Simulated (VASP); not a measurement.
Input of a VASP 6.6.1 run:

The input POSCAR:

```
P
1.0
    2.7114791008      0.0000000000      0.0000000000
   -1.3557395504      2.3482097831      0.0000000000
    0.0000000000      0.0000000000      4.6136812257
P
2
Direct
    0.3333333333      0.6666666667      0.2500000000
    0.6666666667      0.3333333333      0.7500000000
```

File INCAR.step1:

```
ALGO = Normal
EDIFF = 1E-4
ENCUT = 600
GGA = PE
ISMEAR = 0
LASPH = T
LCHARG = F
LREAL = F
LWAVE = T
NELM = 80
PREC = Accurate
SIGMA = 0.1
```

INCAR.step2

```
ALGO = Normal
EDIFF = 1E-7
EDIFFG = -0.04
ENCUT = 600
IBRION = 2
ISIF = 3
ISMEAR = 0
ISTART = 1
LASPH = T
LCHARG = F
LMIXTAU = T
LREAL = F
LWAVE = F
METAGGA = R2SCAN
NELM = 80
NSW = 90
PREC = Accurate
SIGMA = 0.1
```

File KPOINTS:

```
k-points
0
Gamma
  9 9 4
```

Potentials or basis: VASP PAW PBE potentials, release 64 (P).

The run is started by

```bash
$ cat potpaw_PBE.64/P/POTCAR > POTCAR
$ cp INCAR.step1 INCAR
$ mpirun -np 1 vasp_std > vasp.out
$ cp INCAR.step2 INCAR
$ mpirun -np 1 vasp_std > vasp.out
```

(1) Estimate the relaxed volume.

(2) What does it give for the band gap on the k mesh?

(3) Estimate the relaxed cell.

Answers

(1) 15.27 Å³/atom.

(2) zero (band 5 reaches 10.41 eV, above the bottom of band 6 at 4.95 eV).

(3) a = 3.305 Å, b = 3.305 Å, c = 3.230 Å, α = 90.00°, β = 90.00°, γ = 120.00°.

Caveat: the PAW data sets were made with another functional, which shifts forces and pressure a little.
